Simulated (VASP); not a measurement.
Crystal: WC.

```
W C
1.0
     2.90650    0.00000    0.00000
    -1.45325    2.51710    0.00000
     0.00000    0.00000    2.83660
W C
1 1
Direct
  0.00000 0.00000 0.00000
  0.66667 0.33333 0.50000
```

* Program: VASP 6.6.1
* Task: relaxation of cell and atoms
* Functional: PBE
* Potentials or basis: VASP PAW PBE potentials, release 64 (W_sv, C)
* Cutoff: 600 eV
* k mesh: 10 × 10 × 9
* Occupations: fermi-dirac, width 0.05 eV
* Spin: no spin polarisation
* Hubbard terms: W d U = 8.0 eV

At the start: pressure 25.8 GPa; volume 10.38 Å³/atom.

Question: How do energy, volume and symmetry change on relaxing?

Answer: Over 9 steps the energy falls by 52.5 meV/atom and the volume is 11.06 Å³/atom (+6.6 %); space group P-6m2 (No. 187, to 0.1 Å) before and after.

Step by step:
```
step  energy change (eV)  largest force (eV/Å)  pressure (GPa)  volume (Å³)
   1              0.0000                0.0000           25.84        20.75
   2              0.5204                0.0000          -42.15        26.20
   3             -0.1039                0.0000           -1.41        22.21
   4             -0.1043                0.0000           -0.07        22.12
   5             -0.1043                0.0000            0.39        22.10
   6             -0.1044                0.0000            0.32        22.12
   7             -0.1049                0.0000            0.35        22.11
   8             -0.1048                0.0000           -0.58        22.17
   9             -0.1049                0.0000            0.01        22.13
```

Final structure:
```
W C
1.0
     2.97200    0.00000    0.00000
    -1.48600    2.57382    0.00000
     0.00000    0.00000    2.89289
W C
1 1
Cartesian
  0.0000 0.0000 0.0000
  1.4860 0.8579 1.4464
```

Caveat: U without spin polarisation on a metal has little footing; the U is typed as a test and isn't derived for this compound.
